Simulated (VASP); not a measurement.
# Fe (Fm-3m) in VASP: further runs, part 2 of 2

VASP 6.6.1.

### Step 3. Single point, r2SCAN, collinear spin, ferromagnetic start

POSCAR reads:

```
Fe
1.0
    0.0000000000      1.7845000000      1.7845000000
    3.5690000000      0.0000000000      3.5690000000
    1.7845000000      1.7845000000      0.0000000000
Fe
2
Direct
    0.0000000000      0.0000000000      0.0000000000
    0.0000000000      0.5000000000      0.0000000000
```

INCAR.step1 reads:

```
SYSTEM = Fe
ALGO     = Normal         ! electronic algorithm
EDIFF    = 1E-4           ! SCF threshold, eV
ENCUT    = 520            ! plane-wave cutoff, eV
GGA      = PE             ! functional
ISMEAR   = -1             ! smearing method
ISPIN    = 2              ! spin polarisation
LASPH    = .TRUE.         ! aspherical terms in the spheres
LCHARG   = .FALSE.        ! write CHGCAR
LMAXMIX  = 4              ! l up to which the mixer works
LREAL    = .FALSE.        ! projectors in reciprocal space
LWAVE    = .TRUE.         ! write WAVECAR
MAGMOM   = 5.6 5.6        ! initial moments
NBANDS   = 19             ! bands
NELM     = 150            ! most SCF steps
PREC     = Accurate       ! precision mode
SIGMA    = 0.1            ! smearing width, eV
```

INCAR.step2 reads:

```
SYSTEM = Fe
ALGO     = Normal         ! electronic algorithm
EDIFF    = 1E-7           ! SCF threshold, eV
ENCUT    = 520            ! plane-wave cutoff, eV
ISIF     = 2              ! what is computed and relaxed
ISMEAR   = -1             ! smearing method
ISPIN    = 2              ! spin polarisation
ISTART   = 1            
LASPH    = .TRUE.         ! aspherical terms in the spheres
LCHARG   = .FALSE.        ! write CHGCAR
LMAXMIX  = 4              ! l up to which the mixer works
LMIXTAU  = .TRUE.       
LORBIT   = 11             ! projections on sites
LREAL    = .FALSE.        ! projectors in reciprocal space
LWAVE    = .FALSE.        ! write WAVECAR
MAGMOM   = 5.6 5.6        ! initial moments
METAGGA  = R2SCAN         ! meta-GGA
NBANDS   = 19             ! bands
NELM     = 150            ! most SCF steps
PREC     = Accurate       ! precision mode
SIGMA    = 0.1            ! smearing width, eV
```

KPOINTS reads:

```
k-points
0
G
  12 6 12
  0 0 0
```

Potentials or basis: VASP PAW PBE potentials, release 64 (Fe).

The run is started by

```console
cat potpaw_PBE.64/Fe/POTCAR > POTCAR
cp INCAR.step1 INCAR
mpirun -np 1 vasp_std > vasp.out
cp INCAR.step2 INCAR
mpirun -np 1 vasp_std > vasp.out
```

OUTCAR:

```text
SYSTEM = Fe
   EDIFF = 1E-7
   ENCUT = 520
   ISIF = 2
   ISMEAR = -1
   ISPIN = 2
   ISTART = 1
   LASPH = .TRUE.
   LORBIT = 11
   LREAL = .FALSE.
   METAGGA = R2SCAN
   NELM = 150
   PREC = Accurate

 ion  position               nearest neighbor table
   1  0.000  0.000  0.000-   2 2.52   2 2.52   2 2.52   2 2.52   2 2.52   2 2.52
   2  0.000  0.500  0.000-   1 2.52   1 2.52   1 2.52   1 2.52   1 2.52   1 2.52

  LATTYP: Found a trigonal (rhomboedric) cell.
 ALAT       =     4.3711144460
 COS(alpha) =     0.8333333333

  Lattice vectors:

 A1 = (   1.7845000000,  -3.5690000000,   1.7845000000)
 A2 = (   3.5690000000,  -1.7845000000,   1.7845000000)
 A3 = (   1.7845000000,  -1.7845000000,   3.5690000000)

Analysis of symmetry for initial positions (statically):
=====================================================================
 Subroutine PRICEL returns following result:

  LATTYP: Found a face centered cubic cell.
 ALAT       =     3.5690000000
[... 12 lines left out ...]
 Subroutine GETGRP returns: Found 12 space group operations
 (whereof 12 operations were pure point group operations)
 out of a pool of 12 trial point group operations.

The static configuration has the point symmetry D_3d.

Analysis of symmetry for dynamics (positions and initial velocities):
=====================================================================
 Subroutine PRICEL returns following result:

  LATTYP: Found a face centered cubic cell.
 ALAT       =     3.5690000000
[... 12 lines left out ...]
 Subroutine GETGRP returns: Found 12 space group operations
 (whereof 12 operations were pure point group operations)
 out of a pool of 12 trial point group operations.

The dynamic configuration has the point symmetry D_3d.

Analysis of structural, dynamic, and magnetic symmetry:
=====================================================================
 Subroutine PRICEL returns following result:

  LATTYP: Found a face centered cubic cell.
 ALAT       =     3.5690000000
[... 12 lines left out ...]
 Subroutine GETGRP returns: Found 12 space group operations
 (whereof 12 operations were pure point group operations)
 out of a pool of 12 trial point group operations.

The overall configuration has the point symmetry D_3d.

 Subroutine INISYM returns: Found 12 space group operations
 (whereof 12 operations are pure point group operations),
[... 161 lines left out ...]

 val. band max:        6.1844608658   @ k =  -0.0833   0.3333   0.0833
 cond. band min:       6.2321993253   @ k =  -0.4167   0.0000   0.1667
 fundamental gap:      0.0477384595
 Fermi energy:         6.2309099724

 spin component 1

 k-point     1 :       0.0000    0.0000    0.0000
  band No.  band energies     occupation
      1      -2.9527      1.00000
      2       0.3625      1.00000
      3       2.6223      1.00000
      4       2.6223      1.00000
      5       2.8194      1.00000
      6       2.8195      1.00000
[... 517 lines left out ...]
     18      26.5114      0.00000
     19      28.2802      0.00000

 [... further k-points ...]

 spin component 2

 k-point     1 :       0.0000    0.0000    0.0000
  band No.  band energies     occupation
      1      -3.3888      1.00000
      2       2.1126      1.00000
      3       5.4086      0.99973
      4       6.2531      0.44477
      5       6.2531      0.44475
      6       6.2531      0.44469
[... 517 lines left out ...]
     18      27.8497      0.00000
     19      29.0459      0.00000

 [... further k-points ...]

------------------------ aborting loop because EDIFF is reached ----------------------------------------

  FORCE on cell =-STRESS in cart. coord.  units (eV):
  Direction    XX          YY          ZZ          XY          YZ          ZX
  --------------------------------------------------------------------------------------
  -------------------------------------------------------------------------------------
  Total        1.7742570      1.7742570      1.7742570      0.0000879      0.0000879     -0.0000879
  in kB      125.0597242    125.0597242    125.0597242      0.0061979      0.0061979     -0.0061979
  external PRESSURE =     125.0597242 kB  Pullay stress =       0.0000000 kB

 VOLUME and BASIS-vectors are now :
 -----------------------------------------------------------------------------
  energy-cutoff  :      520.00
  volume of cell :       22.73
      direct lattice vectors                 reciprocal lattice vectors
     0.000000000  1.784500000  1.784500000    -0.280190530  0.280190530  0.280190530
     3.569000000  0.000000000  3.569000000     0.140095265 -0.140095265  0.140095265
     1.784500000  1.784500000  0.000000000     0.280190530  0.280190530 -0.280190530

 POSITION                                       TOTAL-FORCE (eV/Angst)
 -----------------------------------------------------------------------------------
      0.00000      0.00000      0.00000        -0.000000     -0.000000      0.000000
      1.78450      0.00000      1.78450         0.000000      0.000000      0.000000
 -----------------------------------------------------------------------------------
    total drift:                                0.000000      0.000000     -0.000000

  FREE ENERGIE OF THE ION-ELECTRON SYSTEM (eV)
  ---------------------------------------------------
  free  energy   TOTEN  =       -28.4899000758 eV

  energy  without entropy=      -28.4386868013  energy(sigma->0) =      -28.46429344

 total charge

# of ion       s       p       d       tot
------------------------------------------
    1        0.506   0.583   6.186   7.276
    2        0.506   0.583   6.186   7.276
--------------------------------------------------
tot          1.012   1.167  12.372  14.551

 magnetization (x)

# of ion       s       p       d       tot
------------------------------------------
    1       -0.011  -0.091   2.872   2.770
    2       -0.011  -0.091   2.872   2.770
--------------------------------------------------
tot         -0.023  -0.183   5.744   5.539
```

It took 3.7 min on 1 thread of Intel Xeon Platinum 8488C (Sapphire Rapids), shared host; peak memory 0.2 GiB.

Results:

```
Free energy                                           : -28.4899 eV
Pressure                                              : 12.5 GPa
Net moment                                            : 5.47 μB per cell
Site moments                                          : Fe +2.77 μB
Valence electrons inside the program's atomic spheres : Fe 7.28
```

Caveat: the cell stands under pressure; the PAW data sets were made with another functional, which shifts forces and pressure a little.
